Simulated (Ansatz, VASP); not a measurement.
# Two plane-wave programs on ZnO

Contents of INCAR:

```
ALGO = Normal
EDIFF = 1E-6
ENCUT = 520
GGA = PE
ISIF = 2
ISMEAR = 0
IVDW = 12
LASPH = True
LCHARG = False
LREAL = False
LWAVE = False
NBANDS = 26
NELM = 60
PREC = Accurate
SIGMA = 0.05
```

File KPOINTS:

```
k-points
0
Gamma
  12 12 6
```

File POSCAR:

```
ZnO
1.0
    3.2662751495      0.0000000000      0.0000000000
   -1.6331375747      2.8286772553      0.0000000000
    0.0000000000      0.0000000000      5.7061847181
Zn O
2 2
Direct
    0.0000000000      0.0000000000      0.7500000000
    0.0000000000      0.0000000000      0.2500000000
    0.3333333333      0.6666666667      0.2500000000
    0.6666666667      0.3333333333      0.7500000000
```

Input for Ansatz:

```yaml
crystal:
  lattice:
    - [3.2662751495, 0.0, 0.0]
    - [-1.6331375747, 2.8286772553, 0.0]
    - [0.0, 0.0, 5.7061847181]
  atoms:
    - { symbol: Zn, position: [0.0, 0.0, 0.75] }
    - { symbol: Zn, position: [0.0, 0.0, 0.25] }
    - { symbol: O, position: [0.3333333333, 0.6666666667, 0.25] }
    - { symbol: O, position: [0.6666666667, 0.3333333333, 0.75] }
basis:
  ecutwfc: 420
kpoints:
  mp_grid: { grid: [12, 12, 6] }
hamiltonian:
  xc: pbe
  dispersion: d3bj
scf:
  occupations: { method: gaussian, width: 0.05 }
output:
  forces: true
  stress: true
  eigenvalues: true
```

Change from the starting cell: strain -0.0750 x Voigt [0, 0, 1, 0, 0, 0], atoms carried along.

Alike in both runs: task single point; functional PBE; dispersion D3(BJ); k mesh 12 × 12 × 6; occupations gaussian, width 0.05 eV; no spin polarisation.

|  | VASP | Ansatz |
| --- | --- | --- |
| version | VASP 6.6.1 | Ansatz 0.2.0 |
| potentials or method | VASP PAW PBE potentials, release 64 (Zn, O), cutoff 520 eV | scalar-relativistic, plane waves, PAW |
| valence electrons in the cell | 36 | 36 |

```csv
,VASP,Ansatz,Ansatz less VASP
gap on the k mesh at the Fermi level (eV),0.68,0.68,-0.003
least direct gap on the mesh (eV),0.68,0.68,-0.003
pressure (GPa),2.3,1.2,-1.06
"traceless stress, the component that is largest in VASP (GPa)",0.63,1.74,+1.112
```
